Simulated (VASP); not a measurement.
# SnS2 (Berndtite-2T) (P-3m1) in VASP: notebook

SnS2 (Berndtite-2T) is run at these levels: PBE; tasks: single point.

Program: VASP 6.6.1. These are calculated values, not measurements. Logs are shortened: lines on timing, memory, paths and dates and some standing lists are left out, and cuts for length are marked.

### 1 The cell of the first run

It takes space group P-3m1 (No. 164, trigonal). The conventional cell has a = 3.639 Å, b = 3.639 Å, c = 5.868 Å, α = 90.00°, β = 90.00°, γ = 120.00°. Within 3.4 Å of Sn (site symmetry -3m) lie 6 S at 2.56 Å. S (site symmetry 3m) has 3 Sn at 2.56 Å within 3.4 Å.

### 2 Single point, PBE

INCAR reads:

```
SYSTEM = SnS2
PREC     = Accurate       ! precision mode
ENCUT    = 500            ! plane-wave cutoff, eV
EDIFF    = 1E-6           ! SCF threshold, eV
ISMEAR   = 0              ! smearing method
SIGMA    = 0.01           ! smearing width, eV
LREAL    = .False.        ! projectors in reciprocal space
LASPH    = .True.         ! aspherical terms in the spheres
NELM     = 120            ! most SCF steps
ALGO     = Normal         ! electronic algorithm
ISIF     = 2              ! what is computed and relaxed
LWAVE    = .False.        ! write WAVECAR
LCHARG   = .False.        ! write CHGCAR
GGA      = PE             ! functional
NBANDS   = 20             ! bands
GGA_COMPAT= .False.
```

KPOINTS reads:

```
Automatic mesh
0
Gamma
  5 5 3
  0 0 0
```

POSCAR reads:

```
SnS2
1.0
    3.6390000000      0.0000000000      0.0000000000
   -1.8195000000      3.1514660000      0.0000000000
    0.0000000000      0.0000000000      5.8680000000
Sn S
1 2
Direct
    0.0000000000      0.0000000000      0.0000000000
    0.3333333333      0.6666666667      0.2500000000
    0.6666666667      0.3333333333      0.7500000000
```

Potentials or basis: VASP PAW PBE potentials, release 64 (Sn_d, S).

On the command line:

```sh
> cat potpaw_PBE.64/Sn_d/POTCAR potpaw_PBE.64/S/POTCAR > POTCAR
> mpirun -np 1 vasp_std > vasp.out
```

OUTCAR:

```text
SYSTEM = SnS2
   PREC = Accurate
   ENCUT = 500
   EDIFF = 1E-6
   ISMEAR = 0
   LREAL = .False.
   LASPH = .True.
   NELM = 120
   ISIF = 2
   GGA = PE

 ion  position               nearest neighbor table
   1  0.000  0.000  0.000-   2 2.56   3 2.56   3 2.56   2 2.56   3 2.56   2 2.56
   2  0.333  0.667  0.250-   1 2.56   1 2.56   1 2.56
   3  0.667  0.333  0.750-   1 2.56   1 2.56   1 2.56

  LATTYP: Found a hexagonal cell.
 ALAT       =     3.6390000000
 C/A-ratio  =     1.6125309151

  Lattice vectors:

 A1 = (   3.6390000000,   0.0000000000,   0.0000000000)
 A2 = (  -1.8195000000,   3.1514660000,   0.0000000000)
 A3 = (   0.0000000000,   0.0000000000,   5.8680000000)

Analysis of symmetry for initial positions (statically):
=====================================================================
 Subroutine PRICEL returns:
 Original cell was already a primitive cell.

 Routine SETGRP: Setting up the symmetry group for a
 hexagonal supercell.

 Subroutine GETGRP returns: Found 12 space group operations
 (whereof 12 operations were pure point group operations)
 out of a pool of 24 trial point group operations.

The static configuration has the point symmetry D_3d.

Analysis of symmetry for dynamics (positions and initial velocities):
=====================================================================
 Subroutine PRICEL returns:
 Original cell was already a primitive cell.

 Routine SETGRP: Setting up the symmetry group for a
 hexagonal supercell.

 Subroutine GETGRP returns: Found 12 space group operations
 (whereof 12 operations were pure point group operations)
 out of a pool of 24 trial point group operations.

The dynamic configuration has the point symmetry D_3d.

 Subroutine INISYM returns: Found 12 space group operations
 (whereof 12 operations are pure point group operations),
 and found     1 'primitive' translations

----------------------------------------------------------------------------------------

                                     Primitive cell

  volume of cell :      67.2953

  direct lattice vectors                    reciprocal lattice vectors
     3.639000000  0.000000000  0.000000000     0.274800769  0.158656321  0.000000000
    -1.819500000  3.151466000  0.000000000     0.000000000  0.317312641  0.000000000
     0.000000000  0.000000000  5.868000000     0.000000000  0.000000000  0.170415815

  length of vectors
     3.639000000  3.638999615  5.868000000     0.317312608  0.317312641  0.170415815

  position of ions in fractional coordinates (direct lattice)
     0.000000000  0.000000000  0.000000000
     0.333333333  0.666666667  0.250000000
     0.666666667  0.333333333  0.750000000

  ion indices of the primitive-cell ions
   primitive index   ion index
                 1           1
                 2           2
                 3           3

----------------------------------------------------------------------------------------

 KPOINTS: Automatic mesh

Automatic generation of k-mesh.
 Grid dimensions read from file:
 generate k-points for:    5    5    3

 Generating k-lattice:

  Cartesian coordinates                     Fractional coordinates (reciprocal lattice)
     0.054960154  0.031731264  0.000000000     0.200000000  0.000000000  0.000000000
     0.000000000  0.063462528  0.000000000     0.000000000  0.200000000  0.000000000
     0.000000000  0.000000000  0.056805272     0.000000000  0.000000000  0.333333333

  Length of vectors
     0.063462522  0.063462528  0.056805272

  Shift w.r.t. Gamma in fractional coordinates (k-lattice)
     0.000000000  0.000000000  0.000000000

 Subroutine IBZKPT returns following result:
 ===========================================

 Found     12 irreducible k-points:

 Following reciprocal coordinates:
            Coordinates               Weight
  0.000000  0.000000  0.000000      1.000000
  0.200000  0.000000  0.000000      6.000000
  0.400000 -0.000000  0.000000      6.000000
  0.200000  0.200000  0.000000      6.000000
  0.400000  0.200000  0.000000      6.000000
  0.000000  0.000000  0.333333      2.000000
  0.200000  0.000000  0.333333      6.000000
  0.000000  0.200000  0.333333      6.000000
  0.400000 -0.000000  0.333333      6.000000
  0.000000  0.400000  0.333333      6.000000
  0.200000  0.200000  0.333333     12.000000
  0.400000  0.200000  0.333333     12.000000
   k-points           NKPTS =     12   k-points in BZ     NKDIM =     12   number of bands    NBANDS=     20
   number of dos      NEDOS =    301   number of ions     NIONS =      3
   total plane-waves  NPLWV =  37632
   dimension x,y,z NGX =    28 NGY =   28 NGZ =   48
   dimension x,y,z NGXF=    56 NGYF=   56 NGZF=   96
   ions per type =               1   2
   NGX,Y,Z   is equivalent  to a cutoff of  12.79, 12.79, 13.60 a.u.
   NGXF,Y,Z  is equivalent  to a cutoff of  25.58, 25.58, 27.20 a.u.
 SYSTEM =  SnS2
   PREC   = accura    normal or accurate (medium, high low for compatibility)
   ISTART =      0    job   : 0-new  1-cont  2-samecut
   ICHARG =      2    charge: 1-file 2-atom 10-const
   ISPIN  =      1    spin polarized calculation?
   LNONCOLLINEAR =      F non collinear calculations
   LSORBIT =      F    spin-orbit coupling
   LASPH  =      T    aspherical Exc in radial PAW
   ENCUT  =  500.0 eV  36.75 Ry    6.06 a.u.   6.63  6.63 10.70*2*pi/ulx,y,z
   NELM   =    120;   NELMIN=  2; NELMDL= -5     # of ELM steps
   EDIFF  = 0.1E-05   stopping-criterion for ELM
   LREAL  =      F    real-space projection
   EDIFFG = 0.1E-04   stopping-criterion for IOM
   NSW    =      0    number of steps for IOM
   IBRION =     -1    ionic relax: 0-MD 1-quasi-New 2-CG
   NFREE  =      0    steps in history (QN), initial steepest desc. (CG)
   ISIF   =      2    stress and relaxation
   ISYM   =      2    0-nonsym 1-usesym 2-fastsym
   POTIM  = 0.5000    time-step for ionic-motion
   TEBEG  =    0.0;   TEEND  =   0.0 temperature during run
   PSTRESS=    0.0 pullay stress
   NELECT =      26.0000    total number of electrons
   NUPDOWN=      -1.0000    fix difference up-down
   EMIN   =  10.00;   EMAX   =-10.00  energy-range for DOS
   EFERMI =   0.00;   METHOD = LEGACY
   ISMEAR =     0;   SIGMA  =   0.01  broadening in eV -4-tet -1-fermi 0-gaus
   EFERMI_NEDOS =   21; number of points for ismear=-14 and -15
   IALGO  =     38    algorithm
   IMIX   =      4    mixing-type and parameters
     AMIX     =   0.40;   BMIX     =  1.00
     AMIX_MAG =   1.60;   BMIX_MAG =  1.00
  volume/ion in A,a.u.               =      22.43       151.38
  Fermi-wavevector in a.u.,A,eV,Ry     =   1.192352  2.253218 19.343436  1.421702
  Thomas-Fermi vector in A             =   2.328392
   LORBIT       =      0    0 simple, 1 ext, 2 COOP (PROOUT), +10 PAW based schemes
   GGA     = PE    functional components
   LHFCALC =     F    Hartree Fock is set to
   AEXX    =    0.0000 exact exchange contribution
   IVDW    =     0    specifies the selected vdW correction
   LEPSILON=     F    determine dielectric tensor
   LRPA    =     F    only Hartree local field effects (RPA)
 non-spin polarized calculation
 Gauss-broadening in eV      SIGMA  =   0.01
  energy-cutoff  :      500.00
  volume of cell :       67.30
 maximum number of plane-waves:      1737
 NGX is ok and might be reduce to    28
   NGX = 13   NGY = 13   NGZ = 21

 number of electron      26.0000007 magnetization

 Free energy of the ion-electron system (eV)
  ---------------------------------------------------
  ext. energy  EPLUGINS =         0.00000000
  ---------------------------------------------------
  free energy    TOTEN  =       -13.11660855 eV

  energy without entropy =      -13.11660855  energy(sigma->0) =      -13.11660855

 E-fermi :   4.8900     XC(G=0):  -9.6584

 val. band max:        4.8016511170   @ k =   0.0000   0.0000   0.0000
 cond. band min:       6.2790831958   @ k =   0.0000   0.4000   0.3333
 fundamental gap:      1.4774320788
 Fermi energy:         4.8900402027

 k-point     1 :       0.0000    0.0000    0.0000
  band No.  band energies     occupation
      1     -16.1478      2.00000
      2     -16.1478      2.00000
      3     -16.1050      2.00000
      4     -16.0760      2.00000
      5     -16.0760      2.00000
      6      -9.0572      2.00000
[... 12 lines left out ...]
     19      14.3575      0.00000
     20      14.3575      0.00000

 k-point     2 :       0.2000    0.0000    0.0000
  band No.  band energies     occupation
      1     -16.1737      2.00000
      2     -16.1280      2.00000
      3     -16.0946      2.00000
      4     -16.0819      2.00000
      5     -16.0717      2.00000
      6      -8.6115      2.00000
[... 12 lines left out ...]
     19      13.6169      0.00000
     20      14.7430      0.00000

 k-point     3 :       0.4000   -0.0000    0.0000
  band No.  band energies     occupation
      1     -16.2220      2.00000
      2     -16.1150      2.00000
      3     -16.1126      2.00000
      4     -16.0503      2.00000
      5     -16.0453      2.00000
      6      -7.4862      2.00000
[... 12 lines left out ...]
     19      14.8362      0.00000
     20      15.5727      0.00000

 k-point     4 :       0.2000    0.2000    0.0000
  band No.  band energies     occupation
      1     -16.1943      2.00000
      2     -16.1316      2.00000
      3     -16.0958      2.00000
      4     -16.0782      2.00000
      5     -16.0470      2.00000
      6      -7.8005      2.00000
[... 153 lines left out ...]
 k-point    11 :       0.2000    0.2000    0.3333
  band No.  band energies     occupation
      1     -16.1945      2.00000
      2     -16.1317      2.00000
      3     -16.0959      2.00000
      4     -16.0781      2.00000
      5     -16.0469      2.00000
      6      -7.6926      2.00000
[... 12 lines left out ...]
     19      13.1937      0.00000
     20      14.4324      0.00000

 k-point    12 :       0.4000    0.2000    0.3333
  band No.  band energies     occupation
      1     -16.2041      2.00000
      2     -16.1406      2.00000
      3     -16.0979      2.00000
      4     -16.0551      2.00000
      5     -16.0478      2.00000
      6      -6.8093      2.00000
[... 12 lines left out ...]
     19      14.3584      0.00000
     20      15.3159      0.00000

------------------------ aborting loop because EDIFF is reached ----------------------------------------

  FORCE on cell =-STRESS in cart. coord.  units (eV):
  Direction    XX          YY          ZZ          XY          YZ          ZX
  --------------------------------------------------------------------------------------
  -------------------------------------------------------------------------------------
  Total        1.8784045      1.8784039      1.6309863     -0.0000000      0.0000000      0.0000000
  in kB       44.7213503     44.7213377     38.8307797     -0.0000000      0.0000000      0.0000000
  external PRESSURE =      42.7578226 kB  Pullay stress =       0.0000000 kB

 VOLUME and BASIS-vectors are now :
 -----------------------------------------------------------------------------
  energy-cutoff  :      500.00
  volume of cell :       67.30
      direct lattice vectors                 reciprocal lattice vectors
     3.639000000  0.000000000  0.000000000     0.274800769  0.158656321  0.000000000
    -1.819500000  3.151466000  0.000000000     0.000000000  0.317312641  0.000000000
     0.000000000  0.000000000  5.868000000     0.000000000  0.000000000  0.170415815

 POSITION                                       TOTAL-FORCE (eV/Angst)
 -----------------------------------------------------------------------------------
      0.00000      0.00000      0.00000        -0.000000      0.000000      0.000000
     -0.00000      2.10098      1.46700         0.000000      0.000000      0.214671
      1.81950      1.05049      4.40100        -0.000000      0.000000     -0.214671
 -----------------------------------------------------------------------------------
    total drift:                               -0.000000     -0.000000     -0.000000

  FREE ENERGIE OF THE ION-ELECTRON SYSTEM (eV)
  ---------------------------------------------------
  free  energy   TOTEN  =       -13.1166085475 eV

  energy  without entropy=      -13.1166085475  energy(sigma->0) =      -13.11660855
```

Run time: 9.3 s. Hardware: 1 thread of Intel Xeon Platinum 8488C (Sapphire Rapids), shared host; peak memory 0.18 GiB.

What came out:

| Item | Value |
| --- | --- |
| Free energy | -13.1166 eV |
| Pressure | 4.3 GPa |
| Largest force | 0.215 eV/Å |
| Band gap on the k mesh | 1.48 eV, indirect (least direct gap 2.01 eV) |

Forces in eV/Å, atoms in the order of the input:
```
Sn   0.000  0.000  0.000
S    0.000  0.000  0.215
S    0.000  0.000 -0.215
```

Caveat: spin-orbit coupling is left out, which moves the levels of the heavy elements; this functional lacks dispersion, which binds the layers, so the pressure and a relaxed spacing across them are unreliable.

(Part 1 of 2 ends here.)
